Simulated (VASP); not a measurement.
Hf2HC: single point with PBEsol

The system is Hf2HC.

```xyz
4
Lattice="1.6343 0.9435 4.6765 -1.6343 0.9435 4.6765 0.0000 -1.8871 4.6765" Properties=species:S:1:pos:R:3 pbc="T T T"
Hf    0.0000    0.0000   10.5602
Hf    0.0000    0.0000    3.4693
H     0.0000    0.0000    0.0000
C     0.0000    0.0000    7.0148
```

This cell differs from its parent crystal: strained.

| Property | Result |
| --- | --- |
| Program | VASP 6.6.1 |
| Task | single point |
| Functional | PBEsol |
| Potentials or basis | VASP PAW PBE potentials, release 64 (Hf_pv, H, C) |
| Cutoff | 520 eV |
| k mesh | 15 × 15 × 15 |
| Occupations | gaussian, width 0.1 eV |
| Spin | no spin polarisation |

| Item | Value |
| --- | --- |
| Pressure | 20.1 GPa |
| Largest force | 0.122 eV/Å |

Forces in eV/Å, atoms in the order of the input:
```
Hf   0.000  0.000  0.122
Hf   0.000  0.000 -0.122
H    0.000  0.000  0.000
C    0.000  0.000  0.000
```

Stress tensor (GPa, compression positive):
```
14.27  0.00  0.00
 0.00 14.27  0.00
 0.00  0.00 31.67
```

Levels at points of the mesh, in eV from the Fermi level:
```csv
k point,band 10,band 11,band 12,band 13,band 14,band 15
"(0.00, 0.00, 0.00)",-3.79,-3.79,0.07,0.07,2.42,3.86
```

Wall time 7.1 min on 1 thread of Intel(R) Xeon(R) Platinum 8375C CPU @ 2.90GHz (Ice Lake), on a shared host, peak memory 0.46 GiB.

Caveat: the cell differs from its parent crystal (strained); the PAW data sets were made with another functional, which shifts forces and pressure a little; spin-orbit coupling is left out, which moves the levels of the heavy elements.
